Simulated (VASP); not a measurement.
# BAs (F-43m) in VASP: further runs, part 2 of 3

VASP 6.6.1. Earlier steps stand in the parts before.

## Step 4: Relaxation of the atoms, r2SCAN

This run uses another cell than the first one, of 13.13 Å³/atom.

POSCAR

```
BAs
1.0
    0.0000000000      2.3589417900      2.3589417900
    2.3589417900      0.0000000000      2.3589417900
    2.3589417900      2.3589417900      0.0000000000
B As
1 1
Direct
    0.0000000000      0.0000000000      0.0000000000
    0.2500000000      0.2500000000      0.2500000000
```

INCAR.step1

```
SYSTEM = BAs
PREC = Accurate
ENCUT = 520
ISMEAR = -1
SIGMA = 0.02
LREAL = .FALSE.
LASPH = .TRUE.
NELM = 60
GGA = PE
ALGO = Normal
EDIFF = 1E-4
LWAVE = .TRUE.
LCHARG = .FALSE.
```

INCAR.step2

```
SYSTEM = BAs
PREC = Accurate
ENCUT = 520
EDIFF = 1E-6
ISMEAR = -1
SIGMA = 0.02
LREAL = .FALSE.
LASPH = .TRUE.
NELM = 60
ALGO = Normal
ISIF = 2
LWAVE = .FALSE.
LCHARG = .FALSE.
METAGGA = R2SCAN
LMIXTAU = .TRUE.
IBRION = 2
NSW = 50
EDIFFG = -0.01
ISTART = 1
```

KPOINTS

```
regular mesh
0
G
  10 10 10
  0 0 0
```

Potentials or basis: VASP PAW PBE potentials, release 64 (B, As).

The run is started by

```sh
> cat potpaw_PBE.64/B/POTCAR potpaw_PBE.64/As/POTCAR > POTCAR
> cp INCAR.step1 INCAR
> mpirun -np 1 vasp_std > vasp.out
> cp INCAR.step2 INCAR
> mpirun -np 1 vasp_std > vasp.out
```

OUTCAR:

```text
SYSTEM = BAs
   PREC = Accurate
   ENCUT = 520
   EDIFF = 1E-6
   ISMEAR = -1
   LREAL = .FALSE.
   LASPH = .TRUE.
   NELM = 60
   ISIF = 2
   METAGGA = R2SCAN
   IBRION = 2
   NSW = 50
   EDIFFG = -0.01
   ISTART = 1

 ion  position               nearest neighbor table
   1  0.000  0.000  0.000-   2 2.04   2 2.04   2 2.04   2 2.04
   2  0.250  0.250  0.250-   1 2.04   1 2.04   1 2.04   1 2.04

  LATTYP: Found a face centered cubic cell.
 ALAT       =     4.7178835800

  Lattice vectors:

 A1 = (   0.0000000000,   2.3589417900,   2.3589417900)
 A2 = (   2.3589417900,   0.0000000000,   2.3589417900)
 A3 = (   2.3589417900,   2.3589417900,   0.0000000000)

Analysis of symmetry for initial positions (statically):
=====================================================================
 Subroutine PRICEL returns:
 Original cell was already a primitive cell.

 Routine SETGRP: Setting up the symmetry group for a
 face centered cubic supercell.

 Subroutine GETGRP returns: Found 24 space group operations
 (whereof 24 operations were pure point group operations)
 out of a pool of 48 trial point group operations.

The static configuration has the point symmetry T_d .

Analysis of symmetry for dynamics (positions and initial velocities):
=====================================================================
 Subroutine PRICEL returns:
 Original cell was already a primitive cell.

 Routine SETGRP: Setting up the symmetry group for a
 face centered cubic supercell.

 Subroutine GETGRP returns: Found 24 space group operations
 (whereof 24 operations were pure point group operations)
 out of a pool of 48 trial point group operations.

The dynamic configuration has the point symmetry T_d .

 Subroutine INISYM returns: Found 24 space group operations
 (whereof 24 operations are pure point group operations),
 and found     1 'primitive' translations

----------------------------------------------------------------------------------------

                                     Primitive cell

  volume of cell :      26.2532

  direct lattice vectors                    reciprocal lattice vectors
     0.000000000  2.358941790  2.358941790    -0.211959448  0.211959448  0.211959448
     2.358941790  0.000000000  2.358941790     0.211959448 -0.211959448  0.211959448
     2.358941790  2.358941790  0.000000000     0.211959448  0.211959448 -0.211959448

  length of vectors
     3.336047472  3.336047472  3.336047472     0.367124533  0.367124533  0.367124533

  position of ions in fractional coordinates (direct lattice)
     0.000000000  0.000000000  0.000000000
     0.250000000  0.250000000  0.250000000

  ion indices of the primitive-cell ions
   primitive index   ion index
                 1           1
                 2           2

----------------------------------------------------------------------------------------

 KPOINTS: regular mesh

Automatic generation of k-mesh.
 Grid dimensions read from file:
 generate k-points for:   10   10   10

 Generating k-lattice:

  Cartesian coordinates                     Fractional coordinates (reciprocal lattice)
    -0.021195945  0.021195945  0.021195945     0.100000000  0.000000000  0.000000000
     0.021195945 -0.021195945  0.021195945     0.000000000  0.100000000  0.000000000
     0.021195945  0.021195945 -0.021195945     0.000000000  0.000000000  0.100000000

  Length of vectors
     0.036712453  0.036712453  0.036712453

  Shift w.r.t. Gamma in fractional coordinates (k-lattice)
     0.000000000  0.000000000  0.000000000

 Subroutine IBZKPT returns following result:
 ===========================================

 Found     47 irreducible k-points:

 Following reciprocal coordinates:
            Coordinates               Weight
  0.000000  0.000000  0.000000      1.000000
  0.100000  0.000000  0.000000      8.000000
  0.200000  0.000000  0.000000      8.000000
  0.300000  0.000000  0.000000      8.000000
  0.400000  0.000000  0.000000      8.000000
  0.500000  0.000000  0.000000      4.000000
[... 16 lines left out ...]
  0.300000  0.300000  0.000000      6.000000
  0.400000  0.300000  0.000000     24.000000
 [... further k-points ...]
   k-points           NKPTS =     47   k-points in BZ     NKDIM =     47   number of bands    NBANDS=      8
   number of dos      NEDOS =    301   number of ions     NIONS =      2
   total plane-waves  NPLWV =  21952
   dimension x,y,z NGX =    28 NGY =   28 NGZ =   28
   dimension x,y,z NGXF=    56 NGYF=   56 NGZF=   56
   ions per type =               1   1
   NGX,Y,Z   is equivalent  to a cutoff of  13.95, 13.95, 13.95 a.u.
   NGXF,Y,Z  is equivalent  to a cutoff of  27.91, 27.91, 27.91 a.u.
 SYSTEM =  BAs
   PREC   = accura    normal or accurate (medium, high low for compatibility)
   ISTART =      1    job   : 0-new  1-cont  2-samecut
   ICHARG =      0    charge: 1-file 2-atom 10-const
   ISPIN  =      1    spin polarized calculation?
   LNONCOLLINEAR =      F non collinear calculations
   LSORBIT =      F    spin-orbit coupling
   LASPH  =      T    aspherical Exc in radial PAW
   ENCUT  =  520.0 eV  38.22 Ry    6.18 a.u.   6.20  6.20  6.20*2*pi/ulx,y,z
   NELM   =     60;   NELMIN=  2; NELMDL=  0     # of ELM steps
   EDIFF  = 0.1E-05   stopping-criterion for ELM
   LREAL  =      F    real-space projection
   EDIFFG = -.1E-01   stopping-criterion for IOM
   NSW    =     50    number of steps for IOM
   IBRION =      2    ionic relax: 0-MD 1-quasi-New 2-CG
   NFREE  =      1    steps in history (QN), initial steepest desc. (CG)
   ISIF   =      2    stress and relaxation
   ISYM   =      2    0-nonsym 1-usesym 2-fastsym
   POTIM  = 0.5000    time-step for ionic-motion
   TEBEG  =    0.0;   TEEND  =   0.0 temperature during run
   PSTRESS=    0.0 pullay stress
   NELECT =       8.0000    total number of electrons
   NUPDOWN=      -1.0000    fix difference up-down
   EMIN   =  10.00;   EMAX   =-10.00  energy-range for DOS
   EFERMI =   0.00;   METHOD = LEGACY
   ISMEAR =    -1;   SIGMA  =   0.02  broadening in eV -4-tet -1-fermi 0-gaus
   EFERMI_NEDOS =   21; number of points for ismear=-14 and -15
   IALGO  =     38    algorithm
   IMIX   =      4    mixing-type and parameters
     AMIX     =   0.40;   BMIX     =  1.00
     AMIX_MAG =   1.60;   BMIX_MAG =  1.00
  volume/ion in A,a.u.               =      13.13        88.58
  Fermi-wavevector in a.u.,A,eV,Ry     =   1.101652  2.081820 16.512524  1.213636
  Thomas-Fermi vector in A             =   2.238082
   LORBIT       =      0    0 simple, 1 ext, 2 COOP (PROOUT), +10 PAW based schemes
   METAGGA = R2SCAN    functional components
   LHFCALC =     F    Hartree Fock is set to
   AEXX    =    0.0000 exact exchange contribution
   IVDW    =     0    specifies the selected vdW correction
   LEPSILON=     F    determine dielectric tensor
   LRPA    =     F    only Hartree local field effects (RPA)
 conjugate gradient relaxation of ions
 non-spin polarized calculation
  energy-cutoff  :      520.00
  volume of cell :       26.25
 maximum number of plane-waves:       725
 NGX is ok and might be reduce to    28
   NGX = 13   NGY = 13   NGZ = 13

 number of electron       8.0000000 magnetization

 Free energy of the ion-electron system (eV)
  ---------------------------------------------------
  ext. energy  EPLUGINS =         0.00000000
  ---------------------------------------------------
  free energy    TOTEN  =       -22.23217866 eV

  energy without entropy =      -22.23217866  energy(sigma->0) =      -22.23217866

 E-fermi :   6.9074     XC(G=0): -11.3036

 val. band max:        6.4482960154   @ k =   0.0000   0.0000   0.0000
 cond. band min:       7.7775819246   @ k =   0.4000   0.4000   0.0000
 fundamental gap:      1.3292859092
 Fermi energy:         6.9074164779

 k-point     1 :       0.0000    0.0000    0.0000
  band No.  band energies     occupation
      1     -10.0713      2.00000
      2       6.4483      2.00000
      3       6.4483      2.00000
      4       6.4483      2.00000
      5       9.9369      0.00000
      6       9.9369      0.00000
      7       9.9369      0.00000
      8      12.1059      0.00000
[... 243 lines left out ...]
 k-point    24 :       0.4000    0.3000    0.0000
  band No.  band energies     occupation
      1      -7.1780      2.00000
      2      -0.4888      2.00000
      3       2.0986      2.00000
      4       2.6179      2.00000
      5       8.3328      0.00000
      6      10.1700      0.00000
      7      16.1453      0.00000
      8      16.3464      0.00000

 [... further k-points ...]

------------------------ aborting loop because EDIFF is reached ----------------------------------------

  FORCE on cell =-STRESS in cart. coord.  units (eV):
  Direction    XX          YY          ZZ          XY          YZ          ZX
  --------------------------------------------------------------------------------------
  -------------------------------------------------------------------------------------
  Total        1.1046824      1.1046824      1.1046824      0.0000000      0.0000000      0.0000000
  in kB       67.4165231     67.4165231     67.4165231      0.0000000      0.0000000      0.0000000
  external PRESSURE =      67.4165231 kB  Pullay stress =       0.0000000 kB

 VOLUME and BASIS-vectors are now :
 -----------------------------------------------------------------------------
  energy-cutoff  :      520.00
  volume of cell :       26.25
      direct lattice vectors                 reciprocal lattice vectors
     0.000000000  2.358941790  2.358941790    -0.211959448  0.211959448  0.211959448
     2.358941790  0.000000000  2.358941790     0.211959448 -0.211959448  0.211959448
     2.358941790  2.358941790  0.000000000     0.211959448  0.211959448 -0.211959448

 POSITION                                       TOTAL-FORCE (eV/Angst)
 -----------------------------------------------------------------------------------
      0.00000      0.00000      0.00000        -0.000000     -0.000000     -0.000000
      1.17947      1.17947      1.17947         0.000000      0.000000      0.000000
 -----------------------------------------------------------------------------------
    total drift:                               -0.000000     -0.000000     -0.000000

  FREE ENERGIE OF THE ION-ELECTRON SYSTEM (eV)
  ---------------------------------------------------
  free  energy   TOTEN  =       -22.2321786568 eV

  energy  without entropy=      -22.2321786568  energy(sigma->0) =      -22.23217866

 reached required accuracy - stopping structural energy minimisation
```

Run time: 25 s. Hardware: 1 thread of Intel Xeon 6975P-C (Granite Rapids), shared host; peak memory 0.16 GiB.

What came out:

- Free energy: -22.2322 eV
- Pressure after relaxing: 6.7 GPa
- Band gap on the k mesh: 1.33 eV (least direct gap 3.49 eV)

Final structure:
```xyz
2
Lattice="0.0000 2.3589 2.3589 2.3589 0.0000 2.3589 2.3589 2.3589 0.0000" Properties=species:S:1:pos:R:3 pbc="T T T"
B     0.0000    0.0000    0.0000
As    1.1795    1.1795    1.1795
```

Caveat: the relaxation stopped at its first step, so nothing moved; the PAW data sets were made with another functional, which shifts forces and pressure a little. A k mesh can miss the band edges.

[end of part 2 of 3]
